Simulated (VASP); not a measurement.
## Cr: single point with PBE

The system is Cr.

```
Cr
1.0
     0.00000    1.99233    4.36679
     1.38521    0.00000    4.36679
     1.38521    1.99233    0.00000
Cr
2
Direct
  0.13134 0.13134 0.86866
  0.86866 0.86866 0.13134
```

```
Program             : VASP 6.6.1
Task                : single point
Functional          : PBE
Potentials or basis : VASP PAW PBE potentials, release 64 (Cr_pv)
Cutoff              : 520 eV
k mesh              : 24 × 24 × 24
Occupations         : gaussian, width 0.1 eV
Spin                : no spin polarisation
```

```
Pressure               : -0.3 GPa
Largest force          : 0.015 eV/Å
Band gap on the k mesh : zero (band 12 reaches 11.19 eV, above the bottom of band 13 at 9.89 eV)
```

Forces on the atoms (eV/Å):
```
Cr   0.000  0.000  0.015
Cr   0.000  0.000 -0.015
```

Stress tensor (GPa, compression positive):
```
-0.36  0.00  0.00
 0.00 -0.44  0.00
 0.00  0.00 -0.22
```

Levels at points of the mesh, in eV from the Fermi level:
```csv
k point,band 10,band 11,band 12,band 13,band 14,band 15
"(0.00, 0.00, 0.00)",-1.75,-1.47,0.03,0.80,0.84,1.11
"(0.50, 0.00, 0.00)",-2.40,-0.40,0.12,0.71,1.73,2.03
"(0.50, 0.50, 0.00)",-2.10,-1.08,-0.49,-0.16,0.94,1.01
"(0.50, 0.00, 0.50)",-0.82,-0.44,0.20,1.09,1.52,2.91
"(0.00, 0.50, 0.50)",-2.50,-1.71,-0.28,1.75,2.07,2.82
```

Wall time 10 min on 1 thread of Intel(R) Xeon(R) 6975P-C (Granite Rapids) (shared host), peak memory 0.78 GiB.

Caveat: the run has no spin polarisation, though such a crystal can be magnetic. Spin polarisation is off, so any magnetic state and its effect on volume and gap are missing.
